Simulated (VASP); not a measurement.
Ba2Os, 3 atoms in the cell. It takes space group I4/mmm (No. 139, tetragonal). Conventional cell: a = 4.158 Å, b = 4.158 Å, c = 14.793 Å, α = 90.00°, β = 90.00°, γ = 90.00°. Os (site symmetry 4/mmm) has 8 Ba at 3.51 Å and 4 Os at 4.16 Å within 4.6 Å. Ba (site symmetry 4mm) has 4 Os at 3.51 Å and 5 Ba at 3.85 to 4.16 Å within 4.6 Å. 

| Quantity | Value |
| --- | --- |
| Program | VASP 6.6.1 |
| Task | relaxation of cell and atoms |
| Functional | PBEsol |
| Potentials or basis | VASP PAW PBE potentials, release 64 (Os, Ba_sv) |
| Cutoff | 600 eV |
| k mesh | 5 × 5 × 5 |
| Occupations | fermi-dirac, width 0.1 eV |
| Spin | no spin polarisation |
| Dipole correction | no |
| Further INCAR settings | ALGO = Normal; EDIFF = 1e-06; IBRION = 2; EDIFFG = -0.01; NSW = 60; ISIF = 3 |

Potentials or basis: VASP PAW PBE potentials, release 64 (Os, Ba_sv).

Run with:

```sh
$ cat potpaw_PBE.64/Os/POTCAR potpaw_PBE.64/Ba_sv/POTCAR > POTCAR
$ mpirun -np 1 vasp_std > vasp.out
```

Hardware: 1 thread of Intel(R) Xeon(R) Platinum 8259CL CPU @ 2.50GHz (Skylake/Cascade Lake) (shared host).

Problem. How long does it take, and how much memory?

Solution. It took 9.7 min on 1 thread of Intel(R) Xeon(R) Platinum 8259CL CPU @ 2.50GHz (Skylake/Cascade Lake), on a shared host, peak memory 0.32 GiB. Counts: scf iterations 154, k points 18, ion steps 20.
